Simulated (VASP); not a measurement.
Set up this calculation in VASP 6.6.1, as the native input.

- Task: relaxation of cell and atoms
- Functional: PBE
- Potentials or basis: VASP PAW PBE potentials, release 64 (Cd)
- Cutoff: 600 eV
- k mesh: 16 × 16 × 16
- Occupations: fermi-dirac, width 0.05 eV
- Spin: no spin polarisation
- Target pressure: 6.1 GPa
- Dipole correction: no
- Further INCAR settings: ALGO = Normal; EDIFF = 1e-06; IBRION = 2; EDIFFG = -0.005; NSW = 60; ISIF = 3

The structure of Cd lies in POSCAR:

```
Cd
1.0
   -1.7242364254      1.7242364254      1.7242364254
    1.7242364254     -1.7242364254      1.7242364254
    1.7242364254      1.7242364254     -1.7242364254
Cd
1
Direct
    0.0000000000      0.0000000000      0.0000000000
```

This isn't the form of Cd at room conditions, which is hcp.

One way to write it, as run:

INCAR

```
PREC = Accurate ; ENCUT = 600
EDIFF = 1E-6 ; ISMEAR = -1
SIGMA = 0.05 ; LREAL = F
LASPH = T ; NELM = 100
ALGO = Normal ; ISIF = 3
LWAVE = F ; LCHARG = F
GGA = PE ; IBRION = 2
NSW = 60 ; EDIFFG = -0.005
PSTRESS = 61.0
```

KPOINTS

```
Automatic mesh
0
Gamma
  16 16 16
```

Potentials or basis: VASP PAW PBE potentials, release 64 (Cd).

Command:

```console
$ cat potpaw_PBE.64/Cd/POTCAR > POTCAR
$ mpirun -np 1 vasp_std > vasp.out
```

It gave:

```json
{"Relaxed volume": "20.92 Å³/atom", "Relaxed cell": "a = 3.006 Å, b = 3.006 Å, c = 3.006 Å, α = 109.47°, β = 109.47°, γ = 109.47°", "Space group after relaxing (to 0.1 Å)": "Im-3m (No. 229)", "Energy change on relaxing (the run minimises the enthalpy)": "-17.6 meV/atom", "Ionic steps": "3", "Pressure after relaxing": "6.1 GPa", "Band gap on the k mesh": "zero (bands 6 and 7 overlap by 4.31 eV)"}
```

Caveat: the cell is relaxed towards a set pressure, so the run minimises the enthalpy, not the energy.

Wall time 15 s on 1 thread of Intel(R) Xeon(R) 6975P-C (Granite Rapids), on a shared host, peak memory 0.17 GiB.
